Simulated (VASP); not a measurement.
# MoAs3 (I4/mmm) in VASP: notebook

MoAs3 is run at these levels: PBE; tasks: relaxation of cell and atoms, single point.

Everything below comes from runs of VASP 6.6.1. Logs are shortened: lines on timing, memory, paths and dates and some standing lists are left out, and cuts for length are marked.

### Step 1. The cell of the first run

Symmetry: I4/mmm, No. 139, tetragonal system. The conventional cell has a = 4.108 Å, b = 4.108 Å, c = 9.177 Å, α = 90.00°, β = 90.00°, γ = 90.00°. Within 3.8 Å of Mo (site symmetry 4/mmm) lie 12 As at 2.91 to 3.08 Å. As (site symmetry 4/mmm) has 4 Mo at 2.91 Å and 8 As at 3.08 Å within 3.8 Å. As (site symmetry -4m2) has 8 As at 2.91 to 3.08 Å and 4 Mo at 3.08 Å within 3.8 Å.

### Step 2. Relaxation of cell and atoms, PBE

Contents of INCAR:

```
PREC     = Accurate       # precision mode
ENCUT    = 600            # plane-wave cutoff, eV
EDIFF    = 1E-7           # SCF threshold, eV
ISMEAR   = 0              # smearing method
SIGMA    = 0.1            # smearing width, eV
LREAL    = False          # projectors in reciprocal space
LASPH    = True           # aspherical terms in the spheres
NELM     = 80             # most SCF steps
ALGO     = Normal         # electronic algorithm
ISIF     = 3              # what is computed and relaxed
LWAVE    = False          # write WAVECAR
LCHARG   = False          # write CHGCAR
GGA      = PE             # functional
IBRION   = 2              # ionic algorithm
NSW      = 90             # ionic steps
EDIFFG   = -0.04          # ionic threshold
```

Contents of KPOINTS:

```
Automatic mesh
0
Gamma
  6 6 6
```

Contents of POSCAR:

```
MoAs3
1.0
   -2.0542154602      2.0542154602      4.5886371319
    2.0542154602     -2.0542154602      4.5886371319
    2.0542154602      2.0542154602     -4.5886371319
Mo As
1 3
Direct
    0.0000000000      0.0000000000      0.0000000000
    0.5000000000      0.5000000000      0.0000000000
    0.2500000000      0.7500000000      0.5000000000
    0.7500000000      0.2500000000      0.5000000000
```

Potentials or basis: VASP PAW PBE potentials, release 64 (Mo_sv, As).

On the command line:

```console
$ cat potpaw_PBE.64/Mo_sv/POTCAR potpaw_PBE.64/As/POTCAR > POTCAR
$ mpirun -np 1 vasp_std > vasp.out
```

OUTCAR:

```text
PREC = Accurate
   ENCUT = 600
   EDIFF = 1E-7
   ISMEAR = 0
   LREAL = False
   LASPH = True
   NELM = 80
   ISIF = 3
   GGA = PE
   IBRION = 2
   NSW = 90
   EDIFFG = -0.04

 ion  position               nearest neighbor table
   1  0.000  0.000  0.000-   2 2.91   2 2.91   2 2.91   2 2.91   4 3.08   3 3.08   4 3.08   3 3.08
                             4 3.08   4 3.08   3 3.08   3 3.08
   2  0.500  0.500  0.000-   1 2.91   1 2.91   1 2.91   1 2.91
   3  0.250  0.750  0.500-   4 2.91   4 2.91   4 2.91   4 2.91   1 3.08   1 3.08   1 3.08   1 3.08

   4  0.750  0.250  0.500-   3 2.91   3 2.91   3 2.91   3 2.91   1 3.08   1 3.08   1 3.08   1 3.08

  LATTYP: Found a body centered tetragonal cell.
 ALAT       =     4.1084309204
 C/A-ratio  =     2.2337662338

  Lattice vectors:

 A1 = (  -2.0542154602,   2.0542154602,   4.5886371319)
 A2 = (   2.0542154602,  -2.0542154602,   4.5886371319)
 A3 = (   2.0542154602,   2.0542154602,  -4.5886371319)

Analysis of symmetry for initial positions (statically):
=====================================================================
 Subroutine PRICEL returns:
 Original cell was already a primitive cell.

 Routine SETGRP: Setting up the symmetry group for a
 body centered tetragonal supercell.

 Subroutine GETGRP returns: Found 16 space group operations
 (whereof 16 operations were pure point group operations)
 out of a pool of 16 trial point group operations.

The static configuration has the point symmetry D_4h.

Analysis of symmetry for dynamics (positions and initial velocities):
=====================================================================
 Subroutine PRICEL returns:
 Original cell was already a primitive cell.

 Routine SETGRP: Setting up the symmetry group for a
 body centered tetragonal supercell.

 Subroutine GETGRP returns: Found 16 space group operations
 (whereof 16 operations were pure point group operations)
 out of a pool of 16 trial point group operations.

The dynamic configuration has the point symmetry D_4h.

 Subroutine INISYM returns: Found 16 space group operations
 (whereof 16 operations are pure point group operations),
 and found     1 'primitive' translations

----------------------------------------------------------------------------------------

                                     Primitive cell

  volume of cell :      77.4525

  direct lattice vectors                    reciprocal lattice vectors
    -2.054215460  2.054215460  4.588637132     0.000000000  0.243401926  0.108964816
     2.054215460 -2.054215460  4.588637132     0.243401926  0.000000000  0.108964816
     2.054215460  2.054215460 -4.588637132     0.243401926  0.243401926  0.000000000

  length of vectors
     5.430947711  5.430947711  5.430947711     0.266679262  0.266679262  0.344222305

  position of ions in fractional coordinates (direct lattice)
     0.000000000  0.000000000  0.000000000
     0.500000000  0.500000000  0.000000000
     0.250000000  0.750000000  0.500000000
     0.750000000  0.250000000  0.500000000

  ion indices of the primitive-cell ions
   primitive index   ion index
                 1           1
                 2           2
                 3           3
                 4           4

----------------------------------------------------------------------------------------

 KPOINTS: Automatic mesh

Automatic generation of k-mesh.
 Grid dimensions read from file:
 generate k-points for:    6    6    6

 Generating k-lattice:

  Cartesian coordinates                     Fractional coordinates (reciprocal lattice)
     0.000000000  0.040566988  0.018160803     0.166666667  0.000000000  0.000000000
     0.040566988  0.000000000  0.018160803     0.000000000  0.166666667  0.000000000
     0.040566988  0.040566988  0.000000000     0.000000000  0.000000000  0.166666667

  Length of vectors
     0.044446544  0.044446544  0.057370384

  Shift w.r.t. Gamma in fractional coordinates (k-lattice)
     0.000000000  0.000000000  0.000000000

 Subroutine IBZKPT returns following result:
 ===========================================

 Found     30 irreducible k-points:

 Following reciprocal coordinates:
            Coordinates               Weight
  0.000000  0.000000  0.000000      1.000000
  0.166667  0.000000 -0.000000      8.000000
  0.333333  0.000000 -0.000000      8.000000
  0.500000  0.000000 -0.000000      4.000000
  0.166667  0.166667 -0.000000      8.000000
  0.333333  0.166667 -0.000000     16.000000
[... 16 lines left out ...]
 -0.333333 -0.333333  0.166667      8.000000
 -0.166667 -0.333333  0.166667      8.000000
 [... further k-points ...]
   k-points           NKPTS =     30   k-points in BZ     NKDIM =     30   number of bands    NBANDS=     18
   number of dos      NEDOS =    301   number of ions     NIONS =      4
   total plane-waves  NPLWV = 110592
   dimension x,y,z NGX =    48 NGY =   48 NGZ =   48
   dimension x,y,z NGXF=    96 NGYF=   96 NGZF=   96
   ions per type =               1   3
[... 60 lines left out ...]
  free energy    TOTEN  =       -22.68427042 eV

  energy without entropy =      -22.66002537  energy(sigma->0) =      -22.67214790

------------------------ aborting loop because EDIFF is reached ----------------------------------------

  FORCE on cell =-STRESS in cart. coord.  units (eV):
  Direction    XX          YY          ZZ          XY          YZ          ZX
  --------------------------------------------------------------------------------------
  -------------------------------------------------------------------------------------
  Total       -4.6575522     -4.6575522     -5.6164286      0.0000000      0.0000000      0.0000000
  in kB      -96.3457621    -96.3457621   -116.1810057      0.0000000      0.0000000      0.0000000
  external PRESSURE =    -102.9575100 kB  Pullay stress =       0.0000000 kB

 VOLUME and BASIS-vectors are now :
 -----------------------------------------------------------------------------
  energy-cutoff  :      600.00
  volume of cell :       77.45
      direct lattice vectors                 reciprocal lattice vectors
    -2.054215460  2.054215460  4.588637132     0.000000000  0.243401926  0.108964816
     2.054215460 -2.054215460  4.588637132     0.243401926  0.000000000  0.108964816
     2.054215460  2.054215460 -4.588637132     0.243401926  0.243401926  0.000000000
[... 267 lines left out ...]
 POSITION                                       TOTAL-FORCE (eV/Angst)
 -----------------------------------------------------------------------------------
      0.00000      0.00000     -0.00000        -0.000000      0.000000      0.000000
      0.00000      0.00000      4.21329        -0.000000      0.000000      0.000000
      2.03184      0.00000      2.10664        -0.000000      0.000000     -0.000000
      0.00000      2.03184      2.10664         0.000000     -0.000000      0.000000
 -----------------------------------------------------------------------------------
    total drift:                                0.000000     -0.000000     -0.000000

  FREE ENERGIE OF THE ION-ELECTRON SYSTEM (eV)
  ---------------------------------------------------
  free  energy   TOTEN  =       -23.0122188045 eV

  energy  without entropy=      -22.9888632694  energy(sigma->0) =      -23.00054104

--------------------------------------- Ionic step        9  -------------------------------------------

 number of electron      29.0000000 magnetization

 Free energy of the ion-electron system (eV)
  ---------------------------------------------------
  ext. energy  EPLUGINS =         0.00000000
  ---------------------------------------------------
  free energy    TOTEN  =       -23.01420350 eV

  energy without entropy =      -22.99167422  energy(sigma->0) =      -23.00293886

 E-fermi :   8.5320     XC(G=0): -11.6070

 val. band max:        8.4927676262   @ k =   0.0000   0.0000   0.0000
 cond. band min:       8.5412147211   @ k =   0.3333   0.1667   0.1667
 fundamental gap:      0.0484470948
 Fermi energy:         8.5320076064

 k-point     1 :       0.0000    0.0000    0.0000
  band No.  band energies     occupation
      1     -52.4961      2.00000
      2     -26.6573      2.00000
      3     -26.5565      2.00000
      4     -26.5565      2.00000
      5      -6.4998      2.00000
      6      -0.4986      2.00000
[... 10 lines left out ...]
     17      10.2076      0.00000
     18      10.2076      0.00000
[... 463 lines left out ...]
 k-point    24 :      -0.1667   -0.3333    0.1667
  band No.  band energies     occupation
      1     -52.4960      2.00000
      2     -26.6592      2.00000
      3     -26.5620      2.00000
      4     -26.5562      2.00000
      5      -5.7961      2.00000
      6      -2.1027      2.00000
[... 10 lines left out ...]
     17       9.6658      0.00000
     18      10.3126      0.00000

 [... further k-points ...]

------------------------ aborting loop because EDIFF is reached ----------------------------------------

  FORCE on cell =-STRESS in cart. coord.  units (eV):
  Direction    XX          YY          ZZ          XY          YZ          ZX
  --------------------------------------------------------------------------------------
  -------------------------------------------------------------------------------------
  Total        0.0104041      0.0104041     -0.0201577      0.0000000     -0.0000000      0.0000000
  in kB        0.2417042      0.2417042     -0.4682947      0.0000000     -0.0000000      0.0000000
  external PRESSURE =       0.0050379 kB  Pullay stress =       0.0000000 kB

 VOLUME and BASIS-vectors are now :
 -----------------------------------------------------------------------------
  energy-cutoff  :      600.00
  volume of cell :       68.97
      direct lattice vectors                 reciprocal lattice vectors
    -2.025133162  2.025133162  4.204018777     0.000000000  0.246897344  0.118933817
     2.025133162 -2.025133162  4.204018777     0.246897344  0.000000000  0.118933817
     2.025133162  2.025133162 -4.204018777     0.246897344  0.246897344  0.000000000

 POSITION                                       TOTAL-FORCE (eV/Angst)
 -----------------------------------------------------------------------------------
      0.00000      0.00000      0.00000         0.000000      0.000000     -0.000000
      0.00000      0.00000      4.20402         0.000000      0.000000     -0.000000
      2.02513      0.00000      2.10201         0.000000     -0.000000      0.000000
      0.00000      2.02513      2.10201        -0.000000      0.000000     -0.000000
 -----------------------------------------------------------------------------------
    total drift:                                0.000000     -0.000000     -0.000000

  FREE ENERGIE OF THE ION-ELECTRON SYSTEM (eV)
  ---------------------------------------------------
  free  energy   TOTEN  =       -23.0142035029 eV

  energy  without entropy=      -22.9916742180  energy(sigma->0) =      -23.00293886

 reached required accuracy - stopping structural energy minimisation
```

Run time: 18 min. Hardware: 1 thread of Intel Xeon 8259CL, shared host; peak memory 0.36 GiB.

What came out:

```
Free energy                           : -23.0142 eV
Relaxed volume                        : 17.24 Å³/atom
Relaxed cell                          : a = 5.087 Å, b = 5.087 Å, c = 5.087 Å, α = 133.08°, β = 133.08°, γ = 68.53°
Space group after relaxing (to 0.1 Å) : I4/mmm (No. 139)
Energy gained by relaxing             : 82.5 meV/atom
Ionic steps                           : 9
Pressure after relaxing               : 0.0 GPa
Band gap on the k mesh                : zero (an odd number of electrons rules out a gap without spin polarisation)
```

The path:
| step | energy change (eV) | largest force (eV/Å) | pressure (GPa) | volume (Å³) |
| --- | --- | --- | --- | --- |
| 1 | 0.0000 | 0.0000 | -10.30 | 77.45 |
| 2 | -0.1585 | 0.0000 | 10.20 | 64.32 |
| 3 | -0.2989 | 0.0000 | 0.07 | 69.19 |
| 4 | -0.2988 | 0.0000 | 0.35 | 69.03 |
| 5 | -0.3128 | 0.0000 | 0.31 | 68.93 |
| 6 | -0.3291 | 0.0000 | 0.59 | 68.64 |
| 7 | -0.3292 | 0.0000 | 0.63 | 68.61 |
| 8 | -0.3279 | 0.0000 | -1.03 | 69.58 |
| 9 | -0.3299 | 0.0000 | 0.00 | 68.97 |

Final structure:
```
CELL_PARAMETERS angstrom
-2.02513 2.02513 4.20402
2.02513 -2.02513 4.20402
2.02513 2.02513 -4.20402
ATOMIC_POSITIONS crystal
Mo 0.00000 0.00000 0.00000
As 0.50000 0.50000 0.00000
As 0.25000 0.75000 0.50000
As 0.75000 0.25000 0.50000
```

### Step 3. Relaxation of cell and atoms, PBE

This run uses another cell than the first one, of 17.19 Å³/atom.

Contents of INCAR:

```
SYSTEM = MoAs3
PREC = Accurate ; ENCUT = 600
EDIFF = 1E-6 ; ISMEAR = 0
SIGMA = 0.1 ; LREAL = .False.
LASPH = .True. ; NELM = 80
ALGO = Fast ; ISIF = 3
LWAVE = .False. ; LCHARG = .False.
GGA = PE ; IBRION = 2
NSW = 100 ; EDIFFG = -0.01
```

Contents of KPOINTS:

```
Automatic mesh
0
Gamma
  16 16 16
  0 0 0
```

Contents of POSCAR:

```
MoAs3
1.0
   -2.0203417566      2.0203417566      4.2120122175
    2.0203417566     -2.0203417566      4.2120122175
    2.0203417566      2.0203417566     -4.2120122175
Mo As
1 3
Direct
    0.0000000000      0.0000000000      0.0000000000
    0.5000000000      0.5000000000      0.0000000000
    0.2500000000      0.7500000000      0.5000000000
    0.7500000000      0.2500000000      0.5000000000
```

Potentials or basis: VASP PAW PBE potentials, release 64 (Mo_sv, As).

On the command line:

```console
$ cat potpaw_PBE.64/Mo_sv/POTCAR potpaw_PBE.64/As/POTCAR > POTCAR
$ mpirun -np 1 vasp_std > vasp.out
```

It took 68 min on 1 thread of Oxide Virtual Turin-like, shared host; peak memory 0.65 GiB.

It converged, with:

| Item | Value |
| --- | --- |
| Free energy | -23.0488 eV |
| Relaxed volume | 17.17 Å³/atom |
| Relaxed cell | a = 4.981 Å, b = 4.981 Å, c = 4.981 Å, α = 131.08°, β = 131.08°, γ = 71.68° |
| Space group after relaxing (to 0.1 Å) | I4/mmm (No. 139) |
| Energy gained by relaxing | 4.9 meV/atom |
| Ionic steps | 9 |
| Pressure after relaxing | 0.0 GPa |
| Band gap on the k mesh | zero (an odd number of electrons rules out a gap without spin polarisation) |

The path:
```tsv
step	energy change (eV)	largest force (eV/Å)	pressure (GPa)	volume (Å³)
1	0.0000	0.0000	0.17	68.77
2	-0.0065	0.0000	-0.21	68.94
3	-0.0155	0.0000	-1.20	69.43
4	-0.0190	0.0000	-0.37	68.92
5	-0.0194	0.0000	-0.01	68.69
6	-0.0194	0.0000	0.11	68.62
7	-0.0194	0.0000	0.08	68.64
8	-0.0195	0.0000	0.08	68.65
9	-0.0195	0.0000	0.01	68.68
```

Final structure:
```xyz
4
Lattice="-2.0622 2.0622 4.0378 2.0622 -2.0622 4.0378 2.0622 2.0622 -4.0378" Properties=species:S:1:pos:R:3 pbc="T T T"
Mo    0.0000    0.0000    0.0000
As    0.0000    0.0000    4.0378
As    2.0622    0.0000    2.0189
As    0.0000    2.0622    2.0189
```

Levels at points of the mesh, in eV from the Fermi level:
```
           k point  band 11  band 12  band 13  band 14  band 15  band 16  band 17  band 18
(0.00, 0.00, 0.00)    -4.01    -2.16    -2.16    -0.78    -0.30     0.62     1.99     1.99
(0.50, 0.00, 0.00)    -2.23    -2.02    -1.94    -1.40    -0.13     0.04     1.12     2.21
(0.50, 0.50, 0.00)    -3.52    -0.96    -0.08     0.00     0.67     0.74     0.97     3.33
(0.50, 0.50, 0.50)    -1.20    -1.20    -0.59    -0.14     0.09     0.61     1.16     1.35
```

### Step 4. Single point, PBE

This run uses another cell than the first one, of 17.14 Å³/atom.

Contents of INCAR:

```
PREC     = Accurate       # precision mode
ENCUT    = 520            # plane-wave cutoff, eV
EDIFF    = 1E-7           # SCF threshold, eV
ISMEAR   = 0              # smearing method
SIGMA    = 0.1            # smearing width, eV
LREAL    = False          # projectors in reciprocal space
LASPH    = True           # aspherical terms in the spheres
NELM     = 80             # most SCF steps
ALGO     = Fast           # electronic algorithm
ISIF     = 2              # what is computed and relaxed
LWAVE    = False          # write WAVECAR
LCHARG   = True           # write CHGCAR
GGA      = PE             # functional
LELF     = True           # ELF
LVHAR    = True         
NBANDS   = 22             # bands
```

Contents of KPOINTS:

```
regular mesh
0
Gamma
  16 16 16
```

Contents of POSCAR:

```
MoAs3
1.0
   -2.0620880637      2.0620880637      4.0300061107
    2.0620880637     -2.0620880637      4.0300061107
    2.0620880637      2.0620880637     -4.0300061107
Mo As
1 3
Direct
    0.0000000000      0.0000000000      0.0000000000
    0.5000000000      0.5000000000      0.0000000000
    0.2500000000      0.7500000000      0.5000000000
    0.7500000000      0.2500000000      0.5000000000
```

On the command line:

```console
$ cat potpaw_PBE.64/Mo_sv/POTCAR potpaw_PBE.64/As/POTCAR > POTCAR
$ mpirun -np 1 vasp_std > vasp.out
```

Wall time 18 min (1 thread of Oxide Virtual Turin-like, shared host); peak memory 0.58 GiB.

The run converged. Its results:

```
Free energy            : -23.0486 eV
Pressure               : 0.2 GPa
Band gap on the k mesh : zero (an odd number of electrons rules out a gap without spin polarisation)
```

Levels at points of the mesh, in eV from the Fermi level:
```
           k point  band 12  band 13  band 14  band 15  band 16  band 17  band 18  band 19
(0.00, 0.00, 0.00)    -2.17    -2.17    -0.78    -0.31     0.62     2.00     2.00     2.79
(0.50, 0.00, 0.00)    -2.02    -1.95    -1.39    -0.13     0.05     1.13     2.23     4.18
(0.50, 0.50, 0.00)    -0.94    -0.09    -0.01     0.69     0.75     0.98     3.34     3.88
(0.50, 0.50, 0.50)    -1.20    -0.59    -0.12     0.09     0.62     1.18     1.37     1.37
```

### Step 5. Summary

| task | cell | k mesh | cutoff (eV) | gap on the mesh (eV) | pressure (GPa) | relaxed volume (Å³/atom) |
| --- | --- | --- | --- | --- | --- | --- |
| relaxation of cell and atoms | relaxed from a = 5.431 Å, angles 135.6, 135.6, 64.7°, 4 atoms | 6 × 6 × 6 | 600 | none | 0.0 | 17.24 |
| relaxation of cell and atoms | relaxed from a = 5.090 Å, angles 133.2, 133.2, 68.3°, 4 atoms | 16 × 16 × 16 | 600 | none | 0.0 | 17.17 |
| single point | a = 4.974 Å, angles 131.0, 131.0, 71.8°, 4 atoms | 16 × 16 × 16 | 520 | none | 0.2 | - |

Alike in all rows: level PBE; potentials or basis VASP PAW PBE potentials, release 64 (Mo_sv, As); no spin polarisation; smearing gaussian 0.1 eV.

Total energies depend on the potentials used, so only differences within one code and one set of settings carry meaning.

The gap in the log of VASP goes by the Fermi energy; the results here count the filled bands.